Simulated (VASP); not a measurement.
# Si4BN3 (P3m1) in VASP: relaxation of cell and atoms with PBE

Aim: the relaxation of cell and atoms of Si4BN3 with PBE.

Program: VASP 6.6.1. These are calculated values, not measurements. Logs are shortened: lines on timing, memory, paths and dates and some standing lists are left out, and cuts for length are marked.

## (1) The cell of the first run

It takes space group P3m1 (No. 156, trigonal). Conventional cell: a = 2.741 Å, b = 2.741 Å, c = 16.559 Å, α = 90.00°, β = 90.00°, γ = 120.00°. Si (site symmetry 3m) has 3 N at 1.71 Å within 2.3 Å. Within 3.2 Å of Si (site symmetry 3m) lie 10 Si at 2.43 to 2.74 Å. Si (site symmetry 3m) has 3 N at 1.71 Å within 2.3 Å. Within 3.2 Å of Si (site symmetry 3m) lie 10 Si at 2.43 to 2.74 Å. B (site symmetry 3m) has 3 N at 1.58 Å within 2.1 Å. N (site symmetry 3m) has 3 B at 1.58 Å within 2.1 Å. N (site symmetry 3m) has 3 Si at 1.71 Å within 2.3 Å. N (site symmetry 3m) has 3 Si at 1.71 Å within 2.3 Å.

## (2) Relaxation of cell and atoms, PBE

File INCAR:

```
  PREC = Accurate
  ENCUT = 600
  EDIFF = 1E-6
  ISMEAR = 0
  SIGMA = 0.1
  LREAL = False
  LASPH = True
  NELM = 80
  ALGO = Normal
  ISIF = 3
  LWAVE = False
  LCHARG = False
  GGA = PE
  IBRION = 2
  NSW = 100
  EDIFFG = -0.01
```

File KPOINTS:

```
Automatic mesh
0
Gamma
  12 12 2
```

File POSCAR:

```
Si4BN3
1.0
    2.7409914322      0.0000000000      0.0000000000
   -1.3704957161      2.3737682119      0.0000000000
    0.0000000000      0.0000000000     16.5589439300
Si B N
4 1 3
Direct
    0.6666666667      0.3333333333      0.4835052579
    0.6666666667      0.3333333333      0.3369817897
    0.3333333333      0.6666666667      0.0550301153
    0.3333333333      0.6666666667      0.2015531372
    0.0000000000      0.0000000000      0.7711946847
    0.3333333333      0.6666666667      0.7711949147
    0.0000000000      0.0000000000      0.5222254609
    0.0000000000      0.0000000000      0.0163146395
```

Potentials or basis: VASP PAW PBE potentials, release 64 (Si, B, N).

The run is started by

```bash
cat potpaw_PBE.64/Si/POTCAR potpaw_PBE.64/B/POTCAR potpaw_PBE.64/N/POTCAR > POTCAR
mpirun -np 1 vasp_std > vasp.out
```

OUTCAR:

```text
PREC = Accurate
   ENCUT = 600
   EDIFF = 1E-6
   ISMEAR = 0
   LREAL = False
   LASPH = True
   NELM = 80
   ISIF = 3
   GGA = PE
   IBRION = 2
   NSW = 100
   EDIFFG = -0.01

 ion  position               nearest neighbor table
   1  0.667  0.333  0.484-   7 1.71   7 1.71   7 1.71   2 2.43
   2  0.667  0.333  0.337-   1 2.43   4 2.74   4 2.74   4 2.74
   3  0.333  0.667  0.055-   8 1.71   8 1.71   8 1.71   4 2.43
   4  0.333  0.667  0.202-   3 2.43   2 2.74   2 2.74   2 2.74
   5  0.000  0.000  0.771-   6 1.58   6 1.58   6 1.58
   6  0.333  0.667  0.771-   5 1.58   5 1.58   5 1.58
   7  0.000  0.000  0.522-   1 1.71   1 1.71   1 1.71
   8  0.000  0.000  0.016-   3 1.71   3 1.71   3 1.71

  LATTYP: Found a hexagonal cell.
 ALAT       =     2.7409914322
 C/A-ratio  =     6.0412242576

  Lattice vectors:

 A1 = (   2.7409914322,   0.0000000000,   0.0000000000)
 A2 = (  -1.3704957161,   2.3737682119,   0.0000000000)
 A3 = (   0.0000000000,   0.0000000000,  16.5589439300)

Analysis of symmetry for initial positions (statically):
=====================================================================
 Subroutine PRICEL returns:
 Original cell was already a primitive cell.

 Routine SETGRP: Setting up the symmetry group for a
 hexagonal supercell.

 Subroutine GETGRP returns: Found  6 space group operations
 (whereof  6 operations were pure point group operations)
 out of a pool of 24 trial point group operations.

The static configuration has the point symmetry C_3v.

Analysis of symmetry for dynamics (positions and initial velocities):
=====================================================================
 Subroutine PRICEL returns:
 Original cell was already a primitive cell.

 Routine SETGRP: Setting up the symmetry group for a
 hexagonal supercell.

 Subroutine GETGRP returns: Found  6 space group operations
 (whereof  6 operations were pure point group operations)
 out of a pool of 24 trial point group operations.

The dynamic configuration has the point symmetry C_3v.

 Subroutine INISYM returns: Found  6 space group operations
 (whereof  6 operations are pure point group operations),
 and found     1 'primitive' translations

----------------------------------------------------------------------------------------

                                     Primitive cell

  volume of cell :     107.7404

  direct lattice vectors                    reciprocal lattice vectors
     2.740991432  0.000000000  0.000000000     0.364831494  0.210635561  0.000000000
    -1.370495716  2.373768212  0.000000000     0.000000000  0.421271123  0.000000000
     0.000000000  0.000000000 16.558943930     0.000000000  0.000000000  0.060390325

  length of vectors
     2.740991432  2.740991432 16.558943930     0.421271123  0.421271123  0.060390325

  position of ions in fractional coordinates (direct lattice)
     0.666666667  0.333333333  0.483505258
     0.666666667  0.333333333  0.336981790
     0.333333333  0.666666667  0.055030115
     0.333333333  0.666666667  0.201553137
     0.000000000  0.000000000  0.771194685
     0.333333333  0.666666667  0.771194915
     0.000000000  0.000000000  0.522225461
     0.000000000  0.000000000  0.016314640

  ion indices of the primitive-cell ions
   primitive index   ion index
                 1           1
                 2           2
                 3           3
                 4           4
                 5           5
                 6           6
                 7           7
                 8           8

----------------------------------------------------------------------------------------

 KPOINTS: Automatic mesh

Automatic generation of k-mesh.
 Grid dimensions read from file:
 generate k-points for:   12   12    2

 Generating k-lattice:

  Cartesian coordinates                     Fractional coordinates (reciprocal lattice)
     0.030402625  0.017552963  0.000000000     0.083333333 -0.000000000  0.000000000
     0.000000000  0.035105927  0.000000000     0.000000000  0.083333333  0.000000000
     0.000000000  0.000000000  0.030195162     0.000000000  0.000000000  0.500000000

  Length of vectors
     0.035105927  0.035105927  0.030195162

  Shift w.r.t. Gamma in fractional coordinates (k-lattice)
     0.000000000  0.000000000  0.000000000

 Subroutine IBZKPT returns following result:
 ===========================================

 Found     38 irreducible k-points:

 Following reciprocal coordinates:
            Coordinates               Weight
  0.000000  0.000000  0.000000      1.000000
  0.083333  0.000000  0.000000      6.000000
  0.166667  0.000000  0.000000      6.000000
  0.250000  0.000000  0.000000      6.000000
  0.333333  0.000000  0.000000      6.000000
  0.416667  0.000000  0.000000      6.000000
[... 16 lines left out ...]
  0.250000  0.000000  0.500000      6.000000
  0.333333  0.000000  0.500000      6.000000
 [... further k-points ...]
   k-points           NKPTS =     38   k-points in BZ     NKDIM =     38   number of bands    NBANDS=     22
   number of dos      NEDOS =    301   number of ions     NIONS =      8
   total plane-waves  NPLWV =  80640
   dimension x,y,z NGX =    24 NGY =   24 NGZ =  140
   dimension x,y,z NGXF=    48 NGYF=   48 NGZF=  280
   ions per type =               4   1   3
   NGX,Y,Z   is equivalent  to a cutoff of  14.56, 14.56, 14.06 a.u.
   NGXF,Y,Z  is equivalent  to a cutoff of  29.11, 29.11, 28.11 a.u.
 SYSTEM =  unknown system
   PREC   = accura    normal or accurate (medium, high low for compatibility)
   ISTART =      0    job   : 0-new  1-cont  2-samecut
   ICHARG =      2    charge: 1-file 2-atom 10-const
   ISPIN  =      1    spin polarized calculation?
   LNONCOLLINEAR =      F non collinear calculations
   LSORBIT =      F    spin-orbit coupling
   LASPH  =      T    aspherical Exc in radial PAW
   ENCUT  =  600.0 eV  44.10 Ry    6.64 a.u.   5.47  5.47 33.07*2*pi/ulx,y,z
   NELM   =     80;   NELMIN=  2; NELMDL= -5     # of ELM steps
   EDIFF  = 0.1E-05   stopping-criterion for ELM
   LREAL  =      F    real-space projection
   EDIFFG = -.1E-01   stopping-criterion for IOM
   NSW    =    100    number of steps for IOM
   IBRION =      2    ionic relax: 0-MD 1-quasi-New 2-CG
   NFREE  =      1    steps in history (QN), initial steepest desc. (CG)
   ISIF   =      3    stress and relaxation
   ISYM   =      2    0-nonsym 1-usesym 2-fastsym
   POTIM  = 0.5000    time-step for ionic-motion
   TEBEG  =    0.0;   TEEND  =   0.0 temperature during run
   PSTRESS=    0.0 pullay stress
   NELECT =      34.0000    total number of electrons
   NUPDOWN=      -1.0000    fix difference up-down
   EMIN   =  10.00;   EMAX   =-10.00  energy-range for DOS
   EFERMI =   0.00;   METHOD = LEGACY
   ISMEAR =     0;   SIGMA  =   0.10  broadening in eV -4-tet -1-fermi 0-gaus
   EFERMI_NEDOS =   21; number of points for ismear=-14 and -15
   IALGO  =     38    algorithm
   IMIX   =      4    mixing-type and parameters
     AMIX     =   0.40;   BMIX     =  1.00
     AMIX_MAG =   1.60;   BMIX_MAG =  1.00
  volume/ion in A,a.u.               =      13.47        90.88
  Fermi-wavevector in a.u.,A,eV,Ry     =   1.114572  2.106236 16.902130  1.242272
  Thomas-Fermi vector in A             =   2.251169
   LORBIT       =      0    0 simple, 1 ext, 2 COOP (PROOUT), +10 PAW based schemes
   GGA     = PE    functional components
   LHFCALC =     F    Hartree Fock is set to
   AEXX    =    0.0000 exact exchange contribution
   IVDW    =     0    specifies the selected vdW correction
   LEPSILON=     F    determine dielectric tensor
   LRPA    =     F    only Hartree local field effects (RPA)
 conjugate gradient relaxation of ions
 non-spin polarized calculation
 Gauss-broadening in eV      SIGMA  =   0.10
  energy-cutoff  :      600.00
  volume of cell :      107.74
 maximum number of plane-waves:      3667
 NGX is ok and might be reduce to    24
   NGX = 11   NGY = 11   NGZ = 67

--------------------------------------- Ionic step        1  -------------------------------------------

 number of electron      34.0000002 magnetization

 Free energy of the ion-electron system (eV)
  ---------------------------------------------------
  ext. energy  EPLUGINS =         0.00000000
  ---------------------------------------------------
  free energy    TOTEN  =       -56.09543559 eV

  energy without entropy =      -56.08523188  energy(sigma->0) =      -56.09033373

------------------------ aborting loop because EDIFF is reached ----------------------------------------

  FORCE on cell =-STRESS in cart. coord.  units (eV):
  Direction    XX          YY          ZZ          XY          YZ          ZX
  --------------------------------------------------------------------------------------
  -------------------------------------------------------------------------------------
  Total       -0.0309504     -0.0309504     -0.1393705      0.0000000      0.0000000      0.0000000
  in kB       -0.4602551     -0.4602551     -2.0725392      0.0000000      0.0000000      0.0000000
  external PRESSURE =      -0.9976831 kB  Pullay stress =       0.0000000 kB
[... 69 lines left out ...]
  energy  without entropy=      -56.0852311573  energy(sigma->0) =      -56.09035471

--------------------------------------- Ionic step        3  -------------------------------------------

 number of electron      34.0000002 magnetization

 Free energy of the ion-electron system (eV)
  ---------------------------------------------------
  ext. energy  EPLUGINS =         0.00000000
  ---------------------------------------------------
  free energy    TOTEN  =       -56.09551283 eV

  energy without entropy =      -56.08528319  energy(sigma->0) =      -56.09039801

 E-fermi :   5.6923     XC(G=0):  -9.6732

 val. band max:        5.6459738539   @ k =   0.2500   0.0833   0.0000
 cond. band min:       5.7140787624   @ k =   0.3333   0.2500   0.5000
 fundamental gap:      0.0681049084
 Fermi energy:         5.6922831805

 k-point     1 :       0.0000    0.0000    0.0000
  band No.  band energies     occupation
      1     -13.9220      2.00000
      2     -13.9207      2.00000
      3     -11.0842      2.00000
      4      -7.7023      2.00000
      5      -5.4490      2.00000
      6      -2.8594      2.00000
[... 574 lines left out ...]
      6      -3.1822      2.00000
[... 14 lines left out ...]
     21      10.1850      0.00000
     22      10.3558      0.00000

 [... further k-points ...]

------------------------ aborting loop because EDIFF is reached ----------------------------------------

  FORCE on cell =-STRESS in cart. coord.  units (eV):
  Direction    XX          YY          ZZ          XY          YZ          ZX
  --------------------------------------------------------------------------------------
  -------------------------------------------------------------------------------------
  Total        0.0605508      0.0605508     -0.0544808      0.0000000      0.0000000      0.0000000
  in kB        0.9010954      0.9010954     -0.8107638      0.0000000      0.0000000      0.0000000
  external PRESSURE =       0.3304757 kB  Pullay stress =       0.0000000 kB
[... 23 lines left out ...]
  FREE ENERGIE OF THE ION-ELECTRON SYSTEM (eV)
  ---------------------------------------------------
  free  energy   TOTEN  =       -56.0955128274 eV

  energy  without entropy=      -56.0852831858  energy(sigma->0) =      -56.09039801

 reached required accuracy - stopping structural energy minimisation
```

Wall time 2 min (1 thread of Intel Xeon 6975P-C (Granite Rapids), shared host); peak memory 0.33 GiB.

Results:

| Property | Result |
| --- | --- |
| Free energy | -56.0955 eV |
| Relaxed volume | 13.46 Å³/atom |
| Relaxed cell | a = 2.741 Å, b = 2.741 Å, c = 16.551 Å, α = 90.00°, β = 90.00°, γ = 120.00° |
| Space group after relaxing (to 0.1 Å) | P3m1 (No. 156) |
| Energy gained by relaxing | 0.0 meV/atom |
| Ionic steps | 3 |
| Pressure after relaxing | 0.0 GPa |
| Largest force after relaxing | 0.007 eV/Å |
| Band gap on the k mesh | zero (bands 17 and 18 overlap by 3.75 eV) |

Forces on the atoms (eV/Å):
```
Si   0.000  0.000 -0.007
Si   0.000  0.000  0.002
Si   0.000  0.000  0.006
Si   0.000  0.000 -0.002
B    0.000  0.000  0.000
N    0.000  0.000  0.000
N    0.000  0.000  0.007
N    0.000  0.000 -0.006
```

Stress tensor (GPa, compression positive):
```
 0.09  0.00  0.00
 0.00  0.09  0.00
 0.00  0.00 -0.08
```

Final structure:
```yaml
crystal:
  lattice:
    - [2.74068, 0.00000, 0.00000]
    - [-1.37034, 2.37350, 0.00000]
    - [0.00000, 0.00000, 16.55053]
  atoms:
    - { symbol: Si, position: [0.66667, 0.33333, 0.48354] }
    - { symbol: Si, position: [0.66667, 0.33333, 0.33699] }
    - { symbol: Si, position: [0.33333, 0.66667, 0.05499] }
    - { symbol: Si, position: [0.33333, 0.66667, 0.20155] }
    - { symbol: B, position: [0.00000, 0.00000, 0.77119] }
    - { symbol: N, position: [0.33333, 0.66667, 0.77120] }
    - { symbol: N, position: [0.00000, 0.00000, 0.52218] }
    - { symbol: N, position: [0.00000, 0.00000, 0.01636] }
```

Caveat: this functional lacks dispersion, which binds layers or chains, so the pressure and a relaxed spacing across them are unreliable.

The gap in the log of VASP goes by the Fermi energy; the results here count the filled bands.